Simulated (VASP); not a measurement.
# SnGe4 (I4/m) in VASP: a series of runs

Runs on SnGe4. Level: PBE. Tasks: single point.

Program: VASP 6.6.1. These are calculated values, not measurements. Logs are shortened: lines on timing, memory, paths and dates and some standing lists are left out, and cuts for length are marked.

**1. The cell of the first run**

The structure is tetragonal, space group I4/m (No. 87). The conventional cell has a = 6.929 Å, b = 6.929 Å, c = 4.382 Å, α = 90.00°, β = 90.00°, γ = 90.00°. Sn (site symmetry 4/m) has 12 Ge at 3.10 Å within 4.1 Å. Within 4.1 Å of Ge (site symmetry m) lie 9 Ge at 3.10 Å and 3 Sn at 3.10 Å.

**2. Single point, PBE**

Contents of INCAR:

```
SYSTEM = SnGe4
  PREC = Accurate
  ENCUT = 520
  EDIFF = 1E-7
  ISMEAR = 0
  SIGMA = 0.1
  LREAL = .FALSE.
  LASPH = .TRUE.
  NELM = 100
  ALGO = Normal
  ISIF = 2
  LWAVE = .FALSE.
  LCHARG = .FALSE.
  GGA = PE
  NBANDS = 43
```

Contents of KPOINTS:

```
Automatic mesh
0
G
  6 6 6
  0 0 0
```

Contents of POSCAR:

```
SnGe4
1.0
   -3.4646100600      3.4646100600      2.1912118000
    3.4646100600     -3.4646100600      2.1912118000
    3.4646100600      3.4646100600     -2.1912118000
Sn Ge
1 4
Direct
    0.0000000000      0.0000000000      0.0000000000
    0.2000000000      0.6000000000      0.8000000000
    0.8000000000      0.4000000000      0.2000000000
    0.4000000000      0.2000000000      0.6000000000
    0.6000000000      0.8000000000      0.4000000000
```

Potentials or basis: VASP PAW PBE potentials, release 64 (Sn_d, Ge_d).

Command:

```sh
$ cat potpaw_PBE.64/Sn_d/POTCAR potpaw_PBE.64/Ge_d/POTCAR > POTCAR
$ mpirun -np 1 vasp_std > vasp.out
```

OUTCAR:

```text
SYSTEM = SnGe4
   PREC = Accurate
   ENCUT = 520
   EDIFF = 1E-7
   ISMEAR = 0
   LREAL = .FALSE.
   LASPH = .TRUE.
   NELM = 100
   ISIF = 2
   GGA = PE

 ion  position               nearest neighbor table
   1  0.000  0.000  0.000-   4 3.10   5 3.10   3 3.10   2 3.10   5 3.10   4 3.10   5 3.10   3 3.10
                             2 3.10   4 3.10   2 3.10   3 3.10
   2  0.200  0.600  0.800-   1 3.10   1 3.10   1 3.10
   3  0.800  0.400  0.200-   1 3.10   1 3.10   1 3.10
   4  0.400  0.200  0.600-   1 3.10   1 3.10   1 3.10
   5  0.600  0.800  0.400-   1 3.10   1 3.10   1 3.10

  LATTYP: Found a body centered tetragonal cell.
 ALAT       =     6.9292201200
 C/A-ratio  =     0.6324555324

  Lattice vectors:

 A1 = (  -3.4646100600,   3.4646100600,   2.1912118000)
 A2 = (   3.4646100600,  -3.4646100600,   2.1912118000)
 A3 = (   3.4646100600,   3.4646100600,  -2.1912118000)

Analysis of symmetry for initial positions (statically):
=====================================================================
 Subroutine PRICEL returns:
 Original cell was already a primitive cell.

 Routine SETGRP: Setting up the symmetry group for a
 body centered tetragonal supercell.

 Subroutine GETGRP returns: Found  8 space group operations
 (whereof  8 operations were pure point group operations)
 out of a pool of 16 trial point group operations.

The static configuration has the point symmetry C_4h.

Analysis of symmetry for dynamics (positions and initial velocities):
=====================================================================
 Subroutine PRICEL returns:
 Original cell was already a primitive cell.

 Routine SETGRP: Setting up the symmetry group for a
 body centered tetragonal supercell.

 Subroutine GETGRP returns: Found  8 space group operations
 (whereof  8 operations were pure point group operations)
 out of a pool of 16 trial point group operations.

The dynamic configuration has the point symmetry C_4h.

 Subroutine INISYM returns: Found  8 space group operations
 (whereof  8 operations are pure point group operations),
 and found     1 'primitive' translations

----------------------------------------------------------------------------------------

                                     Primitive cell

  volume of cell :     105.2090

[... 93 lines left out ...]
   NELM   =    100;   NELMIN=  2; NELMDL= -5     # of ELM steps
   EDIFF  = 0.1E-06   stopping-criterion for ELM
   LREAL  =      F    real-space projection
   EDIFFG = 0.1E-05   stopping-criterion for IOM
   NSW    =      0    number of steps for IOM
   IBRION =     -1    ionic relax: 0-MD 1-quasi-New 2-CG
   NFREE  =      0    steps in history (QN), initial steepest desc. (CG)
   ISIF   =      2    stress and relaxation
   ISYM   =      2    0-nonsym 1-usesym 2-fastsym
   POTIM  = 0.5000    time-step for ionic-motion
   TEBEG  =    0.0;   TEEND  =   0.0 temperature during run
   PSTRESS=    0.0 pullay stress
   NELECT =      70.0000    total number of electrons
   NUPDOWN=      -1.0000    fix difference up-down
   EMIN   =  10.00;   EMAX   =-10.00  energy-range for DOS
   EFERMI =   0.00;   METHOD = LEGACY
   ISMEAR =     0;   SIGMA  =   0.10  broadening in eV -4-tet -1-fermi 0-gaus
   EFERMI_NEDOS =   21; number of points for ismear=-14 and -15
   IALGO  =     38    algorithm
   IMIX   =      4    mixing-type and parameters
     AMIX     =   0.40;   BMIX     =  1.00
     AMIX_MAG =   1.60;   BMIX_MAG =  1.00
  volume/ion in A,a.u.               =      21.04       142.00
  Fermi-wavevector in a.u.,A,eV,Ry     =   1.429190  2.700777 27.791024  2.042583
  Thomas-Fermi vector in A             =   2.549170
   LORBIT       =      0    0 simple, 1 ext, 2 COOP (PROOUT), +10 PAW based schemes
   GGA     = PE    functional components
   LHFCALC =     F    Hartree Fock is set to
   AEXX    =    0.0000 exact exchange contribution
   IVDW    =     0    specifies the selected vdW correction
   LEPSILON=     F    determine dielectric tensor
   LRPA    =     F    only Hartree local field effects (RPA)
 non-spin polarized calculation
 Gauss-broadening in eV      SIGMA  =   0.10
  energy-cutoff  :      520.00
  volume of cell :      105.21
 maximum number of plane-waves:      2860
   NGX = 19   NGY = 19   NGZ = 19

 number of electron      70.0000055 magnetization

 Free energy of the ion-electron system (eV)
  ---------------------------------------------------
  ext. energy  EPLUGINS =         0.00000000
  ---------------------------------------------------
  free energy    TOTEN  =       -20.29992813 eV

  energy without entropy =      -20.28127543  energy(sigma->0) =      -20.29060178

 E-fermi :   6.9528     XC(G=0): -10.9368

 val. band max:        6.9415255242   @ k =  -0.1667   0.1667   0.0000
 cond. band min:       6.9723133358   @ k =   0.5000   0.3333  -0.0000
 fundamental gap:      0.0307878117
 Fermi energy:         6.9528370860

 k-point     1 :       0.0000    0.0000    0.0000
  band No.  band energies     occupation
      1     -17.8466      2.00000
      2     -17.8448      2.00000
      3     -17.8448      2.00000
      4     -17.8428      2.00000
      5     -17.8415      2.00000
      6     -17.8415      2.00000
[... 1093 lines left out ...]
     42      10.4017      0.00000
     43      12.8077      0.00000

 [... further k-points ...]

------------------------ aborting loop because EDIFF is reached ----------------------------------------

  FORCE on cell =-STRESS in cart. coord.  units (eV):
  Direction    XX          YY          ZZ          XY          YZ          ZX
  --------------------------------------------------------------------------------------
  -------------------------------------------------------------------------------------
  Total        0.6819156      0.6819156      0.6887844      0.0000001     -0.0000000      0.0000000
  in kB       10.3845613     10.3845613     10.4891617      0.0000012     -0.0000000      0.0000000
  external PRESSURE =      10.4194281 kB  Pullay stress =       0.0000000 kB

 VOLUME and BASIS-vectors are now :
 -----------------------------------------------------------------------------
  energy-cutoff  :      520.00
  volume of cell :      105.21
      direct lattice vectors                 reciprocal lattice vectors
    -3.464610060  3.464610060  2.191211800     0.000000000  0.144316385  0.228184240
     3.464610060 -3.464610060  2.191211800     0.144316385  0.000000000  0.228184240
     3.464610060  3.464610060 -2.191211800     0.144316385  0.144316385  0.000000000

 POSITION                                       TOTAL-FORCE (eV/Angst)
 -----------------------------------------------------------------------------------
      0.00000      0.00000      0.00000        -0.000000      0.000000     -0.000000
      4.15753      1.38584      0.00000        -0.073724     -0.150078      0.000000
     -0.69292      2.07877      2.19121         0.073724      0.150078     -0.000000
      1.38584      2.77169      0.00000        -0.150078      0.073724     -0.000000
      2.07877      0.69292      2.19121         0.150078     -0.073724     -0.000000
 -----------------------------------------------------------------------------------
    total drift:                               -0.000000     -0.000000      0.000000

  FREE ENERGIE OF THE ION-ELECTRON SYSTEM (eV)
  ---------------------------------------------------
  free  energy   TOTEN  =       -20.2999281305 eV

  energy  without entropy=      -20.2812754295  energy(sigma->0) =      -20.29060178
```

OSZICAR:

```text
N       E                     dE             d eps       ncg     rms          rms(c)
DAV:   1     0.681344255038E+03    0.68134E+03   -0.33713E+04  3589   0.428E+03
DAV:   2     0.113834338997E+03   -0.56751E+03   -0.55516E+03  3096   0.891E+02
DAV:   3    -0.113077488470E+02   -0.12514E+03   -0.12315E+03  3318   0.242E+02
DAV:   4    -0.201196377435E+02   -0.88119E+01   -0.86522E+01  3607   0.705E+01
DAV:   5    -0.203569352571E+02   -0.23730E+00   -0.23669E+00  3523   0.125E+01    0.263E+00
DAV:   6    -0.203174073631E+02    0.39528E-01   -0.13253E-01  4252   0.293E+00    0.141E+00
DAV:   7    -0.203006510113E+02    0.16756E-01   -0.40702E-02  3663   0.174E+00    0.182E-01
DAV:   8    -0.202998814424E+02    0.76957E-03   -0.52484E-03  3495   0.763E-01    0.562E-02
DAV:   9    -0.202999147671E+02   -0.33325E-04   -0.31372E-04  4286   0.113E-01    0.386E-02
DAV:  10    -0.202999272393E+02   -0.12472E-04   -0.27920E-05  3915   0.439E-02    0.154E-02
DAV:  11    -0.202999292114E+02   -0.19721E-05   -0.35610E-06  3387   0.129E-02    0.622E-03
DAV:  12    -0.202999284184E+02    0.79303E-06   -0.90495E-07  3392   0.120E-02    0.141E-03
DAV:  13    -0.202999282733E+02    0.14515E-06   -0.78823E-08  2159   0.220E-03    0.446E-04
DAV:  14    -0.202999281667E+02    0.10653E-06   -0.12966E-08  1797   0.897E-04    0.118E-04
DAV:  15    -0.202999281305E+02    0.36229E-07   -0.49733E-09  1782   0.826E-04
   1 F= -.20299928E+02 E0= -.20290602E+02  d E =-.186527E-01
```

stdout:

```text
POSCAR found type information on POSCAR SnGe
 POSCAR found :  2 types and       5 ions
 scaLAPACK will be used
 LDA part: xc-table for (Slater+PW92), standard interpolation
 POSCAR, INCAR and KPOINTS ok, starting setup
 FFT: planning ... GRIDC
 FFT: planning ... GRID_SOFT
 FFT: planning ... GRID
 WAVECAR not read
 entering main loop
```

Run time: 3.6 min. Hardware: 1 thread of Intel Xeon 8259CL, shared host; peak memory 0.31 GiB.

Results:

| Quantity | Value |
| --- | --- |
| Free energy | -20.2999 eV |
| Pressure | 1.0 GPa |
| Largest force | 0.167 eV/Å |
| Band gap on the k mesh | zero (bands 35 and 36 overlap by 2.55 eV) |

Forces on the atoms (eV/Å):
```
Sn   0.000  0.000  0.000
Ge  -0.074 -0.150  0.000
Ge   0.074  0.150  0.000
Ge  -0.150  0.074  0.000
Ge   0.150 -0.074  0.000
```

Caveat: spin-orbit coupling is left out, which moves the levels of the heavy elements.

**3. Single point, PBE**

This run uses another cell than the first one, of 21.31 Å³/atom.

Contents of INCAR:

```
SYSTEM = SnGe4
PREC = Accurate
ENCUT = 520
EDIFF = 1E-7
ISMEAR = 0
SIGMA = 0.1
LREAL = .FALSE.
LASPH = .TRUE.
NELM = 80
ALGO = Normal
ISIF = 2
LWAVE = .FALSE.
LCHARG = .FALSE.
GGA = PE
NBANDS = 43
```

Contents of KPOINTS:

```
regular mesh
0
G
  10 10 10
  0 0 0
```

Contents of POSCAR:

```
SnGe4
1.0
   -3.8120208433      3.8120208433      1.8329410869
    3.8120208433     -3.8120208433      1.8329410869
    3.8120208433      3.8120208433     -1.8329410869
Sn Ge
1 4
Direct
    0.0000000000      0.0000000000      0.0000000000
    0.1590159838      0.6207102528      0.7797262366
    0.8409840162      0.3792897472      0.2202737634
    0.3792897472      0.1590159838      0.5383057310
    0.6207102528      0.8409840162      0.4616942690
```

Potentials or basis: VASP PAW PBE potentials, release 64 (Sn_d, Ge_d).

Command:

```sh
$ cat potpaw_PBE.64/Sn_d/POTCAR potpaw_PBE.64/Ge_d/POTCAR > POTCAR
$ mpirun -np 1 vasp_std > vasp.out
```

Run time: 18 min. Hardware: 1 thread of Intel Xeon 8259CL, shared host; peak memory 0.63 GiB.

It converged, with:

- Free energy: -20.6173 eV
- Pressure: 0.1 GPa
- Largest force: 0.007 eV/Å
- Band gap on the k mesh: zero (bands 35 and 36 overlap by 2.26 eV)

Forces on the atoms (eV/Å):
```
Sn   0.000  0.000  0.000
Ge   0.004  0.006  0.000
Ge  -0.004 -0.006  0.000
Ge   0.006 -0.004  0.000
Ge  -0.006  0.004  0.000
```

Levels at points of the mesh, in eV from the Fermi level:
| k point | band 32 | band 33 | band 34 | band 35 | band 36 | band 37 | band 38 | band 39 |
| --- | --- | --- | --- | --- | --- | --- | --- | --- |
| (0.00, 0.00, 0.00) | -1.58 | -1.58 | -1.54 | -0.15 | 1.18 | 1.18 | 1.24 | 2.85 |
| (0.50, 0.00, 0.00) | -3.37 | -2.60 | -1.27 | -1.27 | -0.63 | -0.02 | 1.62 | 1.80 |
| (0.50, 0.50, 0.00) | -1.76 | -0.88 | -0.73 | 0.52 | 1.46 | 1.97 | 3.42 | 3.58 |
| (0.50, 0.50, 0.50) | -0.22 | -0.22 | 0.34 | 0.63 | 1.17 | 1.17 | 3.31 | 3.35 |

Caveat: spin-orbit coupling is left out, which moves the levels of the heavy elements.
